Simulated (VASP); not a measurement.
Set up this calculation in VASP 6.6.1, as the native input.

| Quantity | Value |
| --- | --- |
| Task | single point |
| Functional | PBE |
| Potentials or basis | VASP PAW PBE potentials, release 64 (Al, In_d, N) |
| Cutoff | 520 eV |
| k mesh | 8 × 8 × 4 |
| Occupations | gaussian, width 0.02 eV |
| Spin | no spin polarisation |
| Dipole correction | no |
| Further INCAR settings | ALGO = Normal; EDIFF = 1e-07; NBANDS = 31 |

The structure of Al3InN4 lies in POSCAR:

```
Al3InN4
1.0
    3.2207797000      0.0000000000      0.0000000000
    0.0000000000      3.2207797000      0.0000000000
    0.0000000000      0.0000000000      9.1391113000
Al In N
3 1 4
Direct
    0.0000000000      0.0000000000      0.7315420000
    0.0000000000      0.0000000000      0.2684580000
    0.5000000000      0.5000000000      0.5000000000
    0.5000000000      0.5000000000      0.0000000000
    0.5000000000      0.0000000000      0.8445710000
    0.0000000000      0.5000000000      0.1554290000
    0.5000000000      0.0000000000      0.3843440000
    0.0000000000      0.5000000000      0.6156560000
```

The input as run:

INCAR

```
SYSTEM = Al3InN4
PREC = Accurate
ENCUT = 520
EDIFF = 1E-7
ISMEAR = 0
SIGMA = 0.02
LREAL = .FALSE.
LASPH = .TRUE.
NELM = 80
ALGO = Normal
ISIF = 2
LWAVE = .FALSE.
LCHARG = .FALSE.
GGA = PE
NBANDS = 31
```

KPOINTS

```
regular mesh
0
G
  8 8 4
  0 0 0
```

Potentials or basis: VASP PAW PBE potentials, release 64 (Al, In_d, N).

Launch:

```console
$ cat potpaw_PBE.64/Al/POTCAR potpaw_PBE.64/In_d/POTCAR potpaw_PBE.64/N/POTCAR > POTCAR
$ mpirun -np 1 vasp_std > vasp.out
```

It gave:

The pressure is -0.1 GPa. The largest force is 0.036 eV/Å and the band gap on the k mesh is 1.94 eV, direct.

Caveat: spin-orbit coupling is left out, which moves the levels of the heavy elements.

Wall time 51 s on 1 thread of Intel(R) Xeon(R) 6975P-C (Granite Rapids), with other jobs on the host, peak memory 0.25 GiB.
